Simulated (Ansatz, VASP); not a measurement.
**La in VASP and in Ansatz**

```xyz
1
Lattice="-2.1019 2.1019 2.1019 2.1019 -2.1019 2.1019 2.1019 2.1019 -2.1019" Properties=species:S:1:pos:R:3 pbc="T T T"
La    0.0000    0.0000    0.0000
```

Alike in both runs: task single point; functional LDA; k mesh 12 × 12 × 12; occupations fermi-dirac, width 0.1 eV; no spin polarisation.

|  | VASP | Ansatz |
| --- | --- | --- |
| version | VASP 6.6.1 | Ansatz 0.2.0 |
| potentials or method | VASP PAW LDA potentials, release 64 (La), cutoff 520 eV | plane waves (420 eV) with PAW, scalar-relativistic |
| valence electrons in the cell | 11 | 11 |

|  | VASP | Ansatz | Ansatz less VASP |
| --- | --- | --- | --- |
| pressure (GPa) | -2.9 | -2.8 | +0.05 |

Ansatz warns that its potentials were made for another functional, while VASP's fit it. LDA's correlation is that of Perdew and Zunger in VASP and of Perdew and Wang (1992) in Ansatz.

Neither program's run includes spin-orbit coupling.
